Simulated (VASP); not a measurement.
Wanted: the native input for a VASP 6.6.1 run.

```
Task                   : single point
Functional             : LDA
Potentials or basis    : VASP PAW LDA potentials, release 64 (Si, C)
Cutoff                 : 520 eV
k mesh                 : 10 × 10 × 10
Occupations            : gaussian, width 0.01 eV
Spin                   : no spin polarisation
Dipole correction      : no
Further INCAR settings : ALGO = Normal; EDIFF = 1e-06; NBANDS = 11
```

The structure of SiC lies in POSCAR:

```
SiC
1.0
    0.0000000000      2.1227575765      2.1227575765
    2.1227575765      0.0000000000      2.1227575765
    2.1227575765      2.1227575765      0.0000000000
Si C
1 1
Direct
    0.0000000000      0.0000000000      0.0000000000
    0.7500000000      0.7500000000      0.7500000000
```

The input as run:

INCAR

```
PREC = Accurate
ENCUT = 520
EDIFF = 1E-6
ISMEAR = 0
SIGMA = 0.01
LREAL = F
LASPH = T
NELM = 100
ALGO = Normal
ISIF = 2
LWAVE = F
LCHARG = F
GGA = CA
NBANDS = 11
```

KPOINTS

```
regular mesh
0
Gamma
  10 10 10
```

Potentials or basis: VASP PAW LDA potentials, release 64 (Si, C).

The run is started by

```sh
$ cat potpaw_LDA.64/Si/POTCAR potpaw_LDA.64/C/POTCAR > POTCAR
$ mpirun -np 1 vasp_std > vasp.out
```

It gave:

* Pressure: 15.5 GPa
* Band gap on the k mesh: 1.23 eV, indirect (least direct gap 4.58 eV)

Wall time 2.6 s on 1 thread of Intel(R) Xeon(R) 6975P-C (Granite Rapids), with other jobs on the host, peak memory 0.12 GiB.
